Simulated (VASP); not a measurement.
Write the native input for VASP 6.6.1 that does the following.

```yaml
Task: single point
Functional: revPBE
Potentials_or_basis: VASP PAW PBE potentials, release 64 (Ba_sv)
Cutoff: 520 eV
k_mesh: 6 × 6 × 8
Occupations: fermi-dirac, width 0.1 eV
Spin: no spin polarisation
Dipole_correction: no
Further_INCAR_settings: ALGO = Normal; EDIFF = 1e-06; NBANDS = 22
```

The structure of Ba lies in POSCAR:

```
Ba
1.0
    7.5440981432      0.0000000000      0.0000000000
   -3.7720490716      6.5333806407      0.0000000000
    0.0000000000      0.0000000000      4.4816107280
Ba
3
Direct
    0.0000000000      0.0000000000      0.0000000000
    0.3333333333      0.6666666667      0.5000000000
    0.6666666667      0.3333333333      0.5000000000
```

This cell differs from its parent crystal: volume scaled by 1.08.

These files were run (other wordings do the same):

INCAR

```
SYSTEM = Ba
  PREC = Accurate
  ENCUT = 520
  EDIFF = 1E-6
  ISMEAR = -1
  SIGMA = 0.1
  LREAL = .False.
  LASPH = .True.
  NELM = 100
  ALGO = Normal
  ISIF = 2
  LWAVE = .False.
  LCHARG = .True.
  GGA = RE
  LELF = .True.
  LVHAR = .True.
  NBANDS = 22
```

KPOINTS

```
regular mesh
0
Gamma
  6 6 8
  0 0 0
```

Potentials or basis: VASP PAW PBE potentials, release 64 (Ba_sv).

Run with:

```console
$ cat potpaw_PBE.64/Ba_sv/POTCAR > POTCAR
$ mpirun -np 1 vasp_std > vasp.out
```

Results of the run:

```
Pressure               : -0.5 GPa
Band gap on the k mesh : zero (band 15 reaches 1.59 eV, above the bottom of band 16 at 1.05 eV)
```

Caveat: the PAW data sets were made with another functional, which shifts forces and pressure a little; spin-orbit coupling is left out, which moves the levels of the heavy elements.

It took 2.9 min on 1 thread of Intel(R) Xeon(R) Platinum 8488C (Sapphire Rapids) (shared host), peak memory 0.38 GiB.
